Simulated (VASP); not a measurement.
# Y2Si2F (P6/mmm) in VASP: notebook, part 2 of 2

VASP 6.6.1.

### 3 Single point, PBE

This run uses another cell than the first one, of 29.14 Å³/atom, 1.399 times its volume.

Input file INCAR:

```
SYSTEM = Y2Si2F
PREC     = Accurate       ! precision mode
ENCUT    = 520            ! plane-wave cutoff, eV
EDIFF    = 1E-6           ! SCF threshold, eV
ISMEAR   = 0              ! smearing method
SIGMA    = 0.1            ! smearing width, eV
LREAL    = .False.        ! projectors in reciprocal space
LASPH    = .True.         ! aspherical terms in the spheres
NELM     = 60             ! most SCF steps
ALGO     = Normal         ! electronic algorithm
ISIF     = 2              ! what is computed and relaxed
LWAVE    = .False.        ! write WAVECAR
LCHARG   = .False.        ! write CHGCAR
GGA      = PE             ! functional
NBANDS   = 26             ! bands
```

Input file KPOINTS:

```
Automatic mesh
0
Gamma
  6 6 4
  0 0 0
```

Input file POSCAR:

```
Y2Si2F
1.0
    5.2177765522      0.0000000030      0.0000000000
   -2.6088882787      4.5187270440      0.0000000000
    0.0000000000      0.0000000000      6.1799614779
Y Si F
2 2 1
Direct
    0.3333333333      0.6666666667      0.0000000000
    0.6666666667      0.3333333333      0.0000000000
    0.0000000000      0.0000000000      0.3098136740
    0.0000000000      0.0000000000      0.6901863260
    0.0000000000      0.0000000000      0.0000000000
```

Potentials or basis: VASP PAW PBE potentials, release 64 (Y_sv, Si, F).

Run with:

```bash
> cat potpaw_PBE.64/Y_sv/POTCAR potpaw_PBE.64/Si/POTCAR potpaw_PBE.64/F/POTCAR > POTCAR
> mpirun -np 1 vasp_std > vasp.out
```

OUTCAR:

```text
SYSTEM = Y2Si2F
   PREC = Accurate
   ENCUT = 520
   EDIFF = 1E-6
   ISMEAR = 0
   LREAL = .False.
   LASPH = .True.
   NELM = 60
   ISIF = 2
   GGA = PE

 ion  position               nearest neighbor table
   1  0.333  0.667  0.000-   2 3.01   5 3.01   2 3.01   5 3.01   5 3.01   2 3.01   4 3.57   3 3.57
                             3 3.57   4 3.57   3 3.57   4 3.57
   2  0.667  0.333  0.000-   1 3.01   5 3.01   1 3.01   5 3.01   5 3.01   1 3.01   4 3.57   3 3.57
                             4 3.57   3 3.57   4 3.57   3 3.57
   3  0.000  0.000  0.310-   5 1.91   4 2.35   1 3.57   2 3.57   2 3.57   1 3.57   2 3.57   1 3.57

[... 813 lines left out ...]
  Total       -0.0408823     -0.0408823      0.1061869      0.0000000     -0.0000000      0.0000000
  in kB       -0.4495302     -0.4495302      1.1676007      0.0000000     -0.0000000      0.0000000
  external PRESSURE =       0.0895135 kB  Pullay stress =       0.0000000 kB

 VOLUME and BASIS-vectors are now :
 -----------------------------------------------------------------------------
  energy-cutoff  :      520.00
  volume of cell :      145.71
      direct lattice vectors                 reciprocal lattice vectors
     5.217776552  0.000000003  0.000000000     0.191652515  0.110650631  0.000000000
    -2.608888279  4.518727044  0.000000000    -0.000000000  0.221301262  0.000000000
     0.000000000  0.000000000  6.179961478     0.000000000  0.000000000  0.161813306

 POSITION                                       TOTAL-FORCE (eV/Angst)
 -----------------------------------------------------------------------------------
     -0.00000      3.01248      0.00000         0.000000     -0.000000      0.000000
      2.60889      1.50624      0.00000        -0.000000      0.000000      0.000000
      0.00000      0.00000      1.91464        -0.000000     -0.000000      0.018994
      0.00000      0.00000      4.26532        -0.000000     -0.000000     -0.018994
      0.00000      0.00000      0.00000        -0.000000     -0.000000      0.000000
 -----------------------------------------------------------------------------------
    total drift:                                0.000000     -0.000000      0.000000

  FREE ENERGIE OF THE ION-ELECTRON SYSTEM (eV)
  ---------------------------------------------------
  free  energy   TOTEN  =       -23.1566772350 eV

  energy  without entropy=      -23.1443127729  energy(sigma->0) =      -23.15049500
```

Run time: 2.5 min. Hardware: 1 thread of Intel Xeon 8259CL, shared host; peak memory 0.31 GiB.

Results:

```
Free energy   : -23.1567 eV
Pressure      : 0.0 GPa
Largest force : 0.019 eV/Å
```

Forces in eV/Å, atoms in the order of the input:
```
Y    0.000  0.000  0.000
Y    0.000  0.000  0.000
Si   0.000  0.000  0.019
Si   0.000  0.000 -0.019
F    0.000  0.000  0.000
```

Levels at points of the mesh, in eV from the Fermi level:
```
           k point  band 17  band 18  band 19  band 20  band 21  band 22
(0.00, 0.00, 0.00)    -0.40     0.47     0.47     0.55     0.55     0.66
(0.50, 0.00, 0.00)    -0.91    -0.51    -0.36    -0.36     0.36     0.73
(0.00, 0.00, 0.50)    -0.45     0.35     0.35     0.76     0.76     0.88
(0.50, 0.00, 0.50)    -1.06    -0.62     0.06     0.27     1.32     1.46
```

Caveat: an odd number of electrons without spin polarisation forces a metal; a magnetic or distorted state may lie lower.

### 4 Relaxation of cell and atoms, PBE

Input file INCAR:

```
PREC = Accurate ; ENCUT = 600
EDIFF = 1E-6 ; ISMEAR = 0
SIGMA = 0.1 ; LREAL = False
LASPH = True ; NELM = 100
ALGO = Normal ; ISIF = 3
LWAVE = False ; LCHARG = False
GGA = PE ; IBRION = 2
NSW = 90 ; EDIFFG = -0.04
```

Input file KPOINTS:

```
Automatic mesh
0
Gamma
  6 6 4
```

Input file POSCAR:

```
Y2Si2F
1.0
    5.0317232900      0.0000000000      0.0000000000
   -2.5158616500      4.3576001900      0.0000000000
    0.0000000000      0.0000000000      4.7503779600
Y Si F
2 2 1
Direct
    0.3333333300      0.6666666700      0.0000000000
    0.6666666700      0.3333333300      0.0000000000
    0.0000000000      0.0000000000      0.3015366800
    0.0000000000      0.0000000000      0.6984633200
    0.0000000000      0.0000000000      0.0000000000
```

Run with:

```bash
> cat potpaw_PBE.64/Y_sv/POTCAR potpaw_PBE.64/Si/POTCAR potpaw_PBE.64/F/POTCAR > POTCAR
> mpirun -np 1 vasp_std > vasp.out
```

Run time: 18 min. Hardware: 1 thread of Intel Xeon 8259CL, shared host; peak memory 0.29 GiB.

The run converged. Its results:

- Free energy: -23.0902 eV
- Relaxed volume: 28.87 Å³/atom
- Relaxed cell: a = 5.214 Å, b = 5.214 Å, c = 6.132 Å, α = 90.00°, β = 90.00°, γ = 120.00°
- Space group after relaxing (to 0.05 Å): P6/mmm (No. 191)
- Energy gained by relaxing: 1298.4 meV/atom
- Ionic steps: 12
- Pressure after relaxing: 0.0 GPa
- Largest force after relaxing: 0.017 eV/Å

Forces on the atoms (eV/Å):
```
Y    0.000  0.000  0.000
Y    0.000  0.000  0.000
Si   0.000  0.000  0.017
Si   0.000  0.000 -0.017
F    0.000  0.000  0.000
```

The path:
| step | energy change (eV) | largest force (eV/Å) | pressure (GPa) | volume (Å³) |
| --- | --- | --- | --- | --- |
| 1 | 0.0000 | 5.1414 | 38.74 | 104.16 |
| 2 | -3.8276 | 1.3433 | -6.53 | 189.62 |
| 3 | -5.7394 | 5.5941 | 2.98 | 142.18 |
| 4 | -5.7298 | 4.9440 | 0.72 | 149.03 |
| 5 | -5.9991 | 0.0072 | -4.26 | 158.96 |
| 6 | -6.2116 | 0.8751 | -2.98 | 154.07 |
| 7 | -6.4637 | 0.3956 | -0.63 | 144.62 |
| 8 | -6.4845 | 0.1190 | 0.42 | 141.40 |
| 9 | -6.4892 | 0.0216 | 0.26 | 142.48 |
| 10 | -6.4913 | 0.1178 | 0.03 | 144.09 |
| 11 | -6.4913 | 0.0984 | 0.06 | 143.86 |
| 12 | -6.4922 | 0.0169 | 0.01 | 144.34 |

Final structure:
```
CELL_PARAMETERS angstrom
5.21365 0.00000 0.00000
-2.60683 4.51516 0.00000
0.00000 0.00000 6.13169
ATOMIC_POSITIONS crystal
Y 0.33333 0.66667 0.00000
Y 0.66667 0.33333 0.00000
Si 0.00000 0.00000 0.30983
Si 0.00000 0.00000 0.69017
F 0.00000 0.00000 0.00000
```

Levels at points of the mesh, in eV from the Fermi level:
```csv
k point,band 15,band 16,band 17,band 18,band 19,band 20,band 21,band 22
"(0.00, 0.00, 0.00)",-2.39,-0.43,-0.43,0.47,0.47,0.54,0.54,0.66
"(0.50, 0.00, 0.00)",-2.17,-0.92,-0.92,-0.55,-0.35,-0.35,0.36,0.73
"(0.00, 0.00, 0.50)",-0.83,-0.83,-0.41,0.34,0.34,0.75,0.75,0.88
"(0.50, 0.00, 0.50)",-1.96,-1.72,-1.06,-0.62,0.06,0.27,1.34,1.47
```

Caveat: the volume moved by over 15 % at a fixed basis, so the end points are rough; an odd number of electrons without spin polarisation forces a metal; a magnetic or distorted state may lie lower.

### 5 Summary

| task | cell | cutoff (eV) | gap on the mesh (eV) | pressure (GPa) | largest force (eV/Å) |
| --- | --- | --- | --- | --- | --- |
| single point | a = 5.032, b = 5.032, c = 4.750 Å, angles 90.0, 90.0, 120.0°, 5 atoms | 520 | none | 38.8 | 5.15 |
| single point | a = 5.218, b = 5.218, c = 6.180 Å, angles 90.0, 90.0, 120.0°, 5 atoms | 520 | none | 0.0 | 0.02 |
| relaxation of cell and atoms | relaxed from a = 5.032, b = 5.032, c = 4.750 Å, angles 90.0, 90.0, 120.0°, 5 atoms | 600 | none | 0.0 | 0.02 |

Alike in all rows: level PBE; potentials or basis VASP PAW PBE potentials, release 64 (Y_sv, Si, F); no spin polarisation; k mesh 6 × 6 × 4; smearing gaussian 0.1 eV.

Caveats: an odd number of electrons without spin polarisation forces a metal; a magnetic or distorted state may lie lower; the volume moved by over 15 % at a fixed basis, so the end points are rough (some runs).

Total energies depend on the potentials used, so only differences within one code and one set of settings carry meaning.
